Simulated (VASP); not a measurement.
# Co5Ru (P-62m) in VASP: single point with PBE

Aim: the single point of Co5Ru with PBE.

Everything below comes from runs of VASP 6.6.1. Logs are shortened: lines on timing, memory, paths and dates and some standing lists are left out, and cuts for length are marked.

## Step 1: The cell of the first run

The structure is hexagonal, space group P-62m (No. 189). The conventional cell has a = 4.384 Å, b = 4.384 Å, c = 4.092 Å, α = 90.00°, β = 90.00°, γ = 120.00°. Within 3.3 Å of Co (site symmetry -6) lie 9 Co at 2.50 to 2.53 Å and 3 Ru at 2.53 Å. Within 3.3 Å of Co (site symmetry m2m) lie 10 Co at 2.50 to 2.59 Å and 2 Ru at 2.54 Å. Within 3.3 Å of Ru (site symmetry -62m) lie 12 Co at 2.53 to 2.54 Å.

## Step 2: Single point, PBE, collinear spin, ferromagnetic start

INCAR

```
PREC     = Accurate       # precision mode
ENCUT    = 520            # plane-wave cutoff, eV
EDIFF    = 1E-6           # SCF threshold, eV
ISMEAR   = 0              # smearing method
SIGMA    = 0.1            # smearing width, eV
LREAL    = False          # projectors in reciprocal space
LASPH    = True           # aspherical terms in the spheres
NELM     = 150            # most SCF steps
ALGO     = Fast           # electronic algorithm
ISIF     = 2              # what is computed and relaxed
LWAVE    = False          # write WAVECAR
LCHARG   = True           # write CHGCAR
ISPIN    = 2              # spin polarisation
MAGMOM   = 1.43 1.43 1.81 1.81 1.81 0.28 # initial moments
LORBIT   = 11             # projections on sites
LMAXMIX  = 4              # l up to which the mixer works
GGA      = PE             # functional
LELF     = True           # ELF
LVHAR    = True         
NBANDS   = 42             # bands
```

KPOINTS

```
Automatic mesh
0
Gamma
  12 12 10
```

POSCAR

```
Co5Ru
1.0
    4.3841494571      0.0000000000      0.0000000000
   -2.1920747285      3.7967848038      0.0000000000
    0.0000000000      0.0000000000      4.0922590593
Co Ru
5 1
Direct
    0.6666666667      0.3333333333      0.0000000000
    0.3333333333      0.6666666667      0.0000000000
    0.0000000000      0.3416670222      0.5000000000
    0.6583329778      0.6583329778      0.5000000000
    0.3416670222      0.0000000000      0.5000000000
    0.0000000000      0.0000000000      0.0000000000
```

Potentials or basis: VASP PAW PBE potentials, release 64 (Co, Ru_pv).

Run with:

```
cat potpaw_PBE.64/Co/POTCAR potpaw_PBE.64/Ru_pv/POTCAR > POTCAR
mpirun -np 1 vasp_std > vasp.out
```

OUTCAR:

```text
PREC = Accurate
   ENCUT = 520
   EDIFF = 1E-6
   ISMEAR = 0
   LREAL = False
   LASPH = True
   NELM = 150
   ISIF = 2
   ISPIN = 2
   LORBIT = 11
   GGA = PE

 ion  position               nearest neighbor table
   1  0.667  0.333  0.000-   3 2.50   3 2.50   5 2.50   5 2.50   4 2.50   4 2.50   2 2.53   6 2.53
                             2 2.53   6 2.53   6 2.53   2 2.53
   2  0.333  0.667  0.000-   5 2.50   5 2.50   3 2.50   3 2.50   4 2.50   4 2.50   1 2.53   6 2.53
                             1 2.53   6 2.53   6 2.53   1 2.53
   3  0.000  0.342  0.500-   5 2.50   4 2.50   5 2.50   4 2.50   1 2.50   1 2.50   2 2.50   2 2.50
                             6 2.54   6 2.54   4 2.59   5 2.59
   4  0.658  0.658  0.500-   5 2.50   5 2.50   3 2.50   3 2.50   1 2.50   1 2.50   2 2.50   2 2.50
                             6 2.54   6 2.54   3 2.59   5 2.59
   5  0.342  0.000  0.500-   4 2.50   3 2.50   4 2.50   3 2.50   2 2.50   2 2.50   1 2.50   1 2.50
                             6 2.54   6 2.54   3 2.59   4 2.59
   6  0.000  0.000  0.000-   1 2.53   2 2.53   2 2.53   1 2.53   1 2.53   2 2.53   3 2.54   3 2.54
                             4 2.54   4 2.54   5 2.54   5 2.54

  LATTYP: Found a hexagonal cell.
 ALAT       =     4.3841494571
 C/A-ratio  =     0.9334214308

  Lattice vectors:

 A1 = (   4.3841494571,   0.0000000000,   0.0000000000)
 A2 = (  -2.1920747285,   3.7967848038,   0.0000000000)
 A3 = (   0.0000000000,   0.0000000000,   4.0922590593)

Analysis of symmetry for initial positions (statically):
=====================================================================
 Subroutine PRICEL returns:
 Original cell was already a primitive cell.

 Routine SETGRP: Setting up the symmetry group for a
 hexagonal supercell.

 Subroutine GETGRP returns: Found 12 space group operations
 (whereof 12 operations were pure point group operations)
 out of a pool of 24 trial point group operations.

The static configuration has the point symmetry D_3h.

Analysis of symmetry for dynamics (positions and initial velocities):
=====================================================================
 Subroutine PRICEL returns:
 Original cell was already a primitive cell.

 Routine SETGRP: Setting up the symmetry group for a
 hexagonal supercell.

 Subroutine GETGRP returns: Found 12 space group operations
 (whereof 12 operations were pure point group operations)
 out of a pool of 24 trial point group operations.

The dynamic configuration has the point symmetry D_3h.

Analysis of structural, dynamic, and magnetic symmetry:
=====================================================================
 Subroutine PRICEL returns:
 Original cell was already a primitive cell.

 Routine SETGRP: Setting up the symmetry group for a
 hexagonal supercell.

 Subroutine GETGRP returns: Found 12 space group operations
 (whereof 12 operations were pure point group operations)
 out of a pool of 24 trial point group operations.

The overall configuration has the point symmetry D_3h.

 Subroutine INISYM returns: Found 12 space group operations
 (whereof 12 operations are pure point group operations),
 and found     1 'primitive' translations

----------------------------------------------------------------------------------------

                                     Primitive cell

  volume of cell :      68.1184

  direct lattice vectors                    reciprocal lattice vectors
     4.384149457  0.000000000  0.000000000     0.228094414  0.131690371  0.000000000
    -2.192074729  3.796784804  0.000000000     0.000000000  0.263380742  0.000000000
     0.000000000  0.000000000  4.092259059     0.000000000  0.000000000  0.244363806

  length of vectors
     4.384149457  4.384149457  4.092259059     0.263380742  0.263380742  0.244363806

  position of ions in fractional coordinates (direct lattice)
     0.666666667  0.333333333  0.000000000
     0.333333333  0.666666667  0.000000000
     1.000000000  0.341667022  0.500000000
     0.658332978  0.658332978  0.500000000
     0.341667022  0.000000000  0.500000000
     0.000000000  0.000000000  0.000000000

  ion indices of the primitive-cell ions
   primitive index   ion index
                 1           1
                 2           2
                 3           3
                 4           4
                 5           5
                 6           6

----------------------------------------------------------------------------------------

 KPOINTS: Automatic mesh

Automatic generation of k-mesh.
 Grid dimensions read from file:
 generate k-points for:   12   12   10

 Generating k-lattice:

  Cartesian coordinates                     Fractional coordinates (reciprocal lattice)
     0.019007868  0.010974198  0.000000000     0.083333333  0.000000000  0.000000000
     0.000000000  0.021948395  0.000000000     0.000000000  0.083333333  0.000000000
     0.000000000  0.000000000  0.024436381     0.000000000  0.000000000  0.100000000

  Length of vectors
     0.021948395  0.021948395  0.024436381

  Shift w.r.t. Gamma in fractional coordinates (k-lattice)
     0.000000000  0.000000000  0.000000000

 Subroutine IBZKPT returns following result:
 ===========================================

 Found    114 irreducible k-points:

 Following reciprocal coordinates:
            Coordinates               Weight
  0.000000  0.000000  0.000000      1.000000
  0.083333  0.000000  0.000000      6.000000
  0.166667  0.000000  0.000000      6.000000
  0.250000 -0.000000  0.000000      6.000000
  0.333333  0.000000  0.000000      6.000000
  0.416667  0.000000  0.000000      6.000000
[... 16 lines left out ...]
  0.250000 -0.000000  0.100000     12.000000
  0.333333  0.000000  0.100000     12.000000
 [... further k-points ...]
   k-points           NKPTS =    114   k-points in BZ     NKDIM =    114   number of bands    NBANDS=     42
   number of dos      NEDOS =    301   number of ions     NIONS =      6
   total plane-waves  NPLWV =  38880
   dimension x,y,z NGX =    36 NGY =   36 NGZ =   30
   dimension x,y,z NGXF=    72 NGYF=   72 NGZF=   60
   ions per type =               5   1
   NGX,Y,Z   is equivalent  to a cutoff of  13.65, 13.65, 12.19 a.u.
   NGXF,Y,Z  is equivalent  to a cutoff of  27.30, 27.30, 24.37 a.u.
 SYSTEM =  unknown system
   PREC   = accura    normal or accurate (medium, high low for compatibility)
   ISTART =      0    job   : 0-new  1-cont  2-samecut
   ICHARG =      2    charge: 1-file 2-atom 10-const
   ISPIN  =      2    spin polarized calculation?
   LNONCOLLINEAR =      F non collinear calculations
   LSORBIT =      F    spin-orbit coupling
   LASPH  =      T    aspherical Exc in radial PAW
   ENCUT  =  520.0 eV  38.22 Ry    6.18 a.u.   8.15  8.15  7.61*2*pi/ulx,y,z
   NELM   =    150;   NELMIN=  2; NELMDL= -5     # of ELM steps
   EDIFF  = 0.1E-05   stopping-criterion for ELM
   LREAL  =      F    real-space projection
   EDIFFG = 0.1E-04   stopping-criterion for IOM
   NSW    =      0    number of steps for IOM
   IBRION =     -1    ionic relax: 0-MD 1-quasi-New 2-CG
   NFREE  =      0    steps in history (QN), initial steepest desc. (CG)
   ISIF   =      2    stress and relaxation
   ISYM   =      2    0-nonsym 1-usesym 2-fastsym
   POTIM  = 0.5000    time-step for ionic-motion
   TEBEG  =    0.0;   TEEND  =   0.0 temperature during run
   PSTRESS=    0.0 pullay stress
   NELECT =      59.0000    total number of electrons
   NUPDOWN=      -1.0000    fix difference up-down
   EMIN   =  10.00;   EMAX   =-10.00  energy-range for DOS
   EFERMI =   0.00;   METHOD = LEGACY
   ISMEAR =     0;   SIGMA  =   0.10  broadening in eV -4-tet -1-fermi 0-gaus
   EFERMI_NEDOS =   21; number of points for ismear=-14 and -15
   IALGO  =     68    algorithm
   IMIX   =      4    mixing-type and parameters
     AMIX     =   0.40;   BMIX     =  1.00
     AMIX_MAG =   1.60;   BMIX_MAG =  1.00
  volume/ion in A,a.u.               =      11.35        76.61
  Fermi-wavevector in a.u.,A,eV,Ry     =   1.560525  2.948964 33.133421  2.435238
  Thomas-Fermi vector in A             =   2.663724
   LORBIT       =     11    0 simple, 1 ext, 2 COOP (PROOUT), +10 PAW based schemes
   GGA     = PE    functional components
   LHFCALC =     F    Hartree Fock is set to
   AEXX    =    0.0000 exact exchange contribution
   IVDW    =     0    specifies the selected vdW correction
   LEPSILON=     F    determine dielectric tensor
   LRPA    =     F    only Hartree local field effects (RPA)
 spin polarized calculation
 RMM-DIIS sequential band-by-band and
 Gauss-broadening in eV      SIGMA  =   0.10
  energy-cutoff  :      520.00
  volume of cell :       68.12
 maximum number of plane-waves:      1864
 NGX is ok and might be reduce to    36
   NGX = 17   NGY = 17   NGZ = 15

 number of electron      59.0000020 magnetization       7.4107511

 Free energy of the ion-electron system (eV)
  ---------------------------------------------------
  ext. energy  EPLUGINS =         0.00000000
  ---------------------------------------------------
  free energy    TOTEN  =       -43.84913112 eV

  energy without entropy =      -43.80142278  energy(sigma->0) =      -43.82527695

 E-fermi :  10.6515     XC(G=0): -13.5218

 val. band max:       10.6512369637   @ k =   0.0833   0.0000   0.1000
 cond. band min:      10.6537515516   @ k =   0.5000  -0.0000   0.5000
 fundamental gap:      0.0025145879
 Fermi energy:        10.6514991351

 spin component 1

 k-point     1 :       0.0000    0.0000    0.0000
  band No.  band energies     occupation
      1     -32.2513      1.00000
      2     -32.2513      1.00000
      3     -32.2143      1.00000
      4       1.9815      1.00000
      5       5.2975      1.00000
      6       6.2367      1.00000
[... 1045 lines left out ...]
     40      18.7573      0.00000
     41      20.2429      0.00000

 [... further k-points ...]

 spin component 2

 k-point     1 :       0.0000    0.0000    0.0000
  band No.  band energies     occupation
      1     -32.0323      1.00000
      2     -32.0323      1.00000
      3     -31.9238      1.00000
      4       2.0009      1.00000
      5       5.8277      1.00000
      6       6.9801      1.00000
[... 1045 lines left out ...]
     40      19.2912      0.00000
     41      20.6670      0.00000

 [... further k-points ...]

 [bands above 41 left out]

------------------------ aborting loop because EDIFF is reached ----------------------------------------

  FORCE on cell =-STRESS in cart. coord.  units (eV):
  Direction    XX          YY          ZZ          XY          YZ          ZX
  --------------------------------------------------------------------------------------
  -------------------------------------------------------------------------------------
  Total       -0.3066490     -0.3066490     -0.3140419     -0.0000000      0.0000000      0.0000000
  in kB       -7.2125306     -7.2125306     -7.3864145     -0.0000000      0.0000000      0.0000000
  external PRESSURE =      -7.2704919 kB  Pullay stress =       0.0000000 kB

 VOLUME and BASIS-vectors are now :
 -----------------------------------------------------------------------------
  energy-cutoff  :      520.00
  volume of cell :       68.12
      direct lattice vectors                 reciprocal lattice vectors
     4.384149457  0.000000000  0.000000000     0.228094414  0.131690371  0.000000000
    -2.192074729  3.796784804  0.000000000     0.000000000  0.263380742  0.000000000
     0.000000000  0.000000000  4.092259059     0.000000000  0.000000000  0.244363806

 POSITION                                       TOTAL-FORCE (eV/Angst)
 -----------------------------------------------------------------------------------
      2.19207      1.26559      0.00000        -0.000000     -0.000000      0.000000
     -0.00000      2.53119      0.00000        -0.000000     -0.000000      0.000000
     -0.74896      1.29724      2.04613        -0.004060      0.007031      0.000000
      1.44312      2.49955      2.04613        -0.004060     -0.007031     -0.000000
      1.49792      0.00000      2.04613         0.008119     -0.000000      0.000000
      0.00000      0.00000      0.00000        -0.000000     -0.000000      0.000000
 -----------------------------------------------------------------------------------
    total drift:                               -0.000000     -0.000000     -0.000000

  FREE ENERGIE OF THE ION-ELECTRON SYSTEM (eV)
  ---------------------------------------------------
  free  energy   TOTEN  =       -43.8491311160 eV

  energy  without entropy=      -43.8014227791  energy(sigma->0) =      -43.82527695

 total charge

# of ion       s       p       d       tot
------------------------------------------
    1        0.496   0.530   7.278   8.304
    2        0.496   0.530   7.278   8.304
    3        0.479   0.515   7.252   8.246
    4        0.479   0.515   7.252   8.246
    5        0.479   0.515   7.252   8.246
    6        0.410   6.300   5.972  12.682
--------------------------------------------------
tot          2.841   8.905  42.283  54.029

 magnetization (x)

# of ion       s       p       d       tot
------------------------------------------
    1       -0.002  -0.033   1.283   1.248
    2       -0.002  -0.033   1.283   1.248
    3       -0.010  -0.034   1.631   1.587
    4       -0.010  -0.034   1.631   1.587
    5       -0.010  -0.034   1.631   1.587
    6       -0.017  -0.029   0.297   0.252
--------------------------------------------------
tot         -0.053  -0.196   7.756   7.507
```

Run time: 42 min. Hardware: 1 thread of Oxide Virtual Turin-like, shared host; peak memory 0.52 GiB.

What came out:

| Quantity | Value |
| --- | --- |
| Free energy | -43.8491 eV |
| Pressure | -0.7 GPa |
| Largest force | 0.008 eV/Å |
| Net moment | 7.41 μB per cell |
| Site moments | Co +1.25, +1.59 (each value once); Ru +0.25 μB |
| Valence electrons inside the program's atomic spheres | Co 8.30, 8.25 (each value once); Ru 12.68 |

Forces in eV/Å, atoms in the order of the input:
```
Co   0.000  0.000  0.000
Co   0.000  0.000  0.000
Co  -0.004  0.007  0.000
Co  -0.004 -0.007  0.000
Co   0.008  0.000  0.000
Ru   0.000  0.000  0.000
```
